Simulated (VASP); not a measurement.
Here is a VASP 6.6.1 calculation.

Contents of INCAR:

```
PREC     = Accurate       # precision mode
ENCUT    = 520            # plane-wave cutoff, eV
EDIFF    = 1E-6           # SCF threshold, eV
ISMEAR   = 0              # smearing method
SIGMA    = 0.05           # smearing width, eV
LREAL    = F              # projectors in reciprocal space
LASPH    = T              # aspherical terms in the spheres
NELM     = 100            # most SCF steps
ALGO     = Normal         # electronic algorithm
ISIF     = 2              # what is computed and relaxed
LWAVE    = F              # write WAVECAR
LCHARG   = F              # write CHGCAR
GGA      = CA             # functional
NBANDS   = 10             # bands
```

KPOINTS

```
Automatic mesh
0
Gamma
  6 6 6
```

The input POSCAR:

```
H
1.0
    2.6234813799     -2.5669048168      0.0000000000
    2.6234813799      2.5669048168      0.0000000000
    0.0000000000      0.0000000000      4.1418180000
H
4
Direct
    0.9247076627      0.0181164027      0.0685088900
    0.4532956300      0.5467043700      0.4314911100
    0.5467043700      0.4532956300      0.5685088900
    0.0467043700      0.9532956300      0.9314911100
```

Potentials or basis: VASP PAW LDA potentials, release 64 (H).

The run is started by

```sh
$ cat potpaw_LDA.64/H/POTCAR > POTCAR
$ mpirun -np 1 vasp_std > vasp.out
```

Task: Predict the band gap on the k mesh.

Result: 8.44 eV, indirect (least direct gap 9.06 eV).

Task: What does it give for the largest force?

Result: 0.925 eV/Å.

Stress tensor (GPa, compression positive):
```
-0.67 -0.10 -0.11
-0.10  0.35 -0.56
-0.11 -0.56  0.90
```

Caveat: the cell differs from its parent crystal (atom 1 (H) moved by (-0.150, +0.000) A along x and z). A k mesh can miss the band edges.
